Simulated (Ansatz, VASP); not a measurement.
One calculation of AgCl, two programs

```
Ag Cl
1.0
     0.00000    2.82378    2.82378
     2.82378    0.00000    2.82378
     2.82378    2.82378    0.00000
Ag Cl
1 1
Cartesian
  0.0000 0.0000 0.0000
  2.8238 2.8238 2.8238
```

Change from the starting cell: volume scaled by 1.02, PAW files.

Alike in both runs: task electric field gradients; functional PBE; k mesh 12 × 12 × 12; occupations fermi-dirac, width 0.08 eV; no spin polarisation.

```csv
,VASP,Ansatz
version,VASP 6.6.1,Ansatz 0.2.0
potentials or method,"VASP PAW PBE potentials, release 64 (Ag, Cl)","PAW with Ansatz's default frozen-core files, scalar-relativistic"
plane-wave cutoff (eV),520,420
valence electrons in the cell,18,26
```

|  | VASP | Ansatz | Ansatz less VASP |
| --- | --- | --- | --- |
| pressure (GPa) | -0.9 | -0.8 | +0.12 |

VASP's potentials hold 18 valence electrons a cell and Ansatz's 26, so a difference there can come from the potentials and not from the codes.
